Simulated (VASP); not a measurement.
LiAuS2, 8 atoms in the cell. Symmetry: I4/mcm, No. 140, tetragonal system. The conventional cell has a = 6.434 Å, b = 6.434 Å, c = 7.166 Å, α = 90.00°, β = 90.00°, γ = 90.00°. Li (site symmetry 422) has 8 S at 2.96 Å and 4 Au at 3.22 Å and 2 Li at 3.58 Å within 3.9 Å. Within 3.5 Å of S (site symmetry m2m) lie 4 Au at 2.44 to 3.40 Å and 4 Li at 2.96 Å and 5 S at 3.32 to 3.33 Å. Within 3.6 Å of Au (site symmetry -42m) lie 8 S at 2.44 to 3.40 Å and 4 Li at 3.22 Å and 2 Au at 3.58 Å. 

- Program: VASP 6.6.1
- Task: single point
- Functional: PBE
- Potentials or basis: VASP PAW PBE potentials, release 64 (Li_sv, S, Au)
- Cutoff: 520 eV
- k mesh: 4 × 4 × 4
- Occupations: gaussian, width 0.1 eV
- Spin: no spin polarisation
- Dipole correction: no
- Further INCAR settings: ALGO = Normal; EDIFF = 1e-06; NBANDS = 36

Potentials or basis: VASP PAW PBE potentials, release 64 (Li_sv, S, Au).

Run with:

```bash
$ cat potpaw_PBE.64/Li_sv/POTCAR potpaw_PBE.64/S/POTCAR potpaw_PBE.64/Au/POTCAR > POTCAR
$ mpirun -np 1 vasp_std > vasp.out
```

Hardware: 1 thread of Intel(R) Xeon(R) Platinum 8259CL CPU @ 2.50GHz (Skylake/Cascade Lake), on a shared host.

**Question.** Estimate the wall time of this run.

**Answer.** It took 81 s on 1 thread of Intel(R) Xeon(R) Platinum 8259CL CPU @ 2.50GHz (Skylake/Cascade Lake), on a shared host, peak memory 0.34 GiB. Counts: scf iterations 15, k points 13.
